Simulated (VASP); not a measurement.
## MgS: single point with PBEsol

The system is MgS.

```
Mg S
1.0
     0.00000    2.82567    2.82567
     2.82567    0.00000    2.82567
     2.82567    2.82567    0.00000
Mg S
1 1
Cartesian
  0.0000 0.0000 0.0000
  4.2385 4.2385 4.2385
```

```json
{
  "Program": "VASP 6.6.1",
  "Task": "single point",
  "Functional": "PBEsol",
  "Potentials or basis": "VASP PAW PBE potentials, release 64 (Mg, S)",
  "Cutoff": "520 eV",
  "k mesh": "8 × 8 × 8",
  "Occupations": "fermi-dirac, width 0.02 eV",
  "Spin": "no spin polarisation",
  "Dipole correction": "no",
  "Further INCAR settings": "ALGO = Normal; EDIFF = 1e-06; NBANDS = 11"
}
```

The pressure is -0.1 GPa. The band gap on the k mesh is 3.32 eV, direct.

Levels at points of the mesh, in eV from the valence-band top:
| k point | band 1 | band 2 | band 3 | band 4 | band 5 | band 6 | band 7 | band 8 |
| --- | --- | --- | --- | --- | --- | --- | --- | --- |
| (0.00, 0.00, 0.00) | -11.29 | 0.00 | 0.00 | 0.00 | 3.32 | 7.89 | 7.89 | 7.89 |
| (0.50, 0.00, 0.00) | -10.59 | -3.20 | -0.33 | -0.33 | 5.02 | 7.55 | 7.55 | 8.45 |
| (0.50, 0.50, 0.00) | -10.36 | -2.87 | -1.06 | -1.06 | 3.71 | 5.55 | 11.08 | 12.21 |

Run time: 6.6 s on 1 thread of AMD EPYC 9R45 96-Core Processor (Zen 5), with other jobs on the host, peak memory 0.14 GiB.

Caveat: the PAW data sets were made with another functional, which shifts forces and pressure a little. As with any semilocal functional, this PBEsol gap is likely too small.
